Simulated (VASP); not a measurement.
Crystal: MgO.

```
Mg O
1.0
     2.93802    0.00000    0.00000
    -1.46901    2.54440    0.00000
     0.00000    0.00000    2.67968
Mg O
1 1
Direct
  0.00000 0.00000 0.00000
  0.33333 0.66667 0.50000
```

Base run:

* Program: VASP 6.6.1
* Functional: BLYP
* Potentials or basis: VASP PAW PBE potentials, release 64 (Mg, O)
* Cutoff: 520 eV
* k mesh: 12 × 12 × 8
* Occupations: gaussian, width 0.01 eV
* Spin: no spin polarisation

Its results: band gap on the k mesh 3.29 eV, indirect (least direct gap 3.69 eV); pressure 1.4 GPa.

Problem. The run is repeated on the same cell with these changes: functional from BLYP to LDA; potentials or basis from VASP PAW PBE potentials, release 64 (Mg, O) to VASP PAW LDA potentials, release 64 (Mg, O). What comes out?

Solution. Band gap on the k mesh 2.94 eV, indirect (least direct gap 3.35 eV); pressure -11.0 GPa.

Caveats: the PAW data sets were made with another functional, which shifts forces and pressure a little (some runs).

A k mesh can miss the band edges.
